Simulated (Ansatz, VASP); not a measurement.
**Two plane-wave programs on Cu**

INCAR

```
SYSTEM = Cu
ALGO = Normal ; EDIFF = 1E-6
ENCUT = 520 ; ISIF = 2
ISMEAR = -1 ; LASPH = .TRUE.
LCHARG = .FALSE. ; LREAL = .FALSE.
LWAVE = .FALSE. ; NBANDS = 12
NELM = 100 ; PREC = Accurate
SIGMA = 0.1
```

The input KPOINTS:

```
k-points
0
G
  5 5 5
  0 0 0
```

The input POSCAR:

```
Cu
1.0
    0.0000000000      1.7588202533      1.7588202533
    1.7588202533      0.0000000000      1.7588202533
    1.7588202533      1.7588202533      0.0000000000
Cu
1
Direct
    0.0000000000      0.0000000000      0.0000000000
```

Input for Ansatz:

```yaml
crystal:
  lattice:
    - [0.0, 1.7588202533, 1.7588202533]
    - [1.7588202533, 0.0, 1.7588202533]
    - [1.7588202533, 1.7588202533, 0.0]
  atoms:
    - { symbol: Cu, position: [0.0, 0.0, 0.0] }
hamiltonian:
  xc: lda
  pseudopotentials:
    kind: paw
    azcp:
      Cu: "pseudopotentials/Cu.paw.azcp"
basis:
  ecutwfc: 420
  fft_grid_basis: typed
kpoints:
  mp_grid: { grid: [5, 5, 5], shift: [0, 0, 0] }
magnetization:
  spin_polarized: false
scf:
  occupations: { method: fermi_dirac, width: 0.1 }
  lower_state_search: "off"
output:
  stress: true
```

Alike in both runs: task single point; functional LDA; k mesh 5 × 5 × 5; occupations fermi-dirac, width 0.1 eV; no spin polarisation.

```csv
,VASP,Ansatz
version,VASP 6.6.1,Ansatz 0.2.0
potentials or method,"VASP PAW LDA potentials, release 64 (Cu), cutoff 520 eV","plane waves (420 eV) with PAW, scalar-relativistic"
valence electrons in the cell,11,19
```

```csv
,VASP,Ansatz,Ansatz less VASP
pressure (GPa),0.1,-0.7,-0.83
```

Ansatz warns that its potentials were made for another functional, while VASP's fit it. LDA's correlation is that of Perdew and Zunger in VASP and of Perdew and Wang (1992) in Ansatz. VASP's potentials hold 11 valence electrons a cell and Ansatz's 19, so a difference there can come from the potentials and not from the codes.

The k mesh is coarse, so the values compare programs but aren't converged.
